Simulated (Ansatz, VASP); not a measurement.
Cd: VASP beside Ansatz

```
Cd
1.0
     3.16130    0.00000    0.00000
     0.00000    3.16130    0.00000
     0.00000    0.00000    3.16130
Cd
1
Direct
  0.00000 0.00000 0.00000
```

Alike in both runs: task single point; functional revPBE; k mesh 17 × 17 × 17; occupations fermi-dirac, width 0.1 eV; no spin polarisation.

|  | VASP | Ansatz |
| --- | --- | --- |
| version | VASP 6.6.1 | Ansatz 0.2.0 |
| potentials or method | VASP PAW PBE potentials, release 64 (Cd), cutoff 520 eV | plane waves (420 eV) with PAW, scalar-relativistic |
| valence electrons in the cell | 12 | 20 |

```tsv
	VASP	Ansatz	Ansatz less VASP
pressure (GPa)	-1.7	-1.8	-0.10
```

VASP's potentials were made for PBE, not for revPBE. The functional is the same, so the differences come from potentials, cutoffs and numerics. VASP's potentials hold 12 valence electrons a cell and Ansatz's 20, so a difference there can come from the potentials and not from the codes.
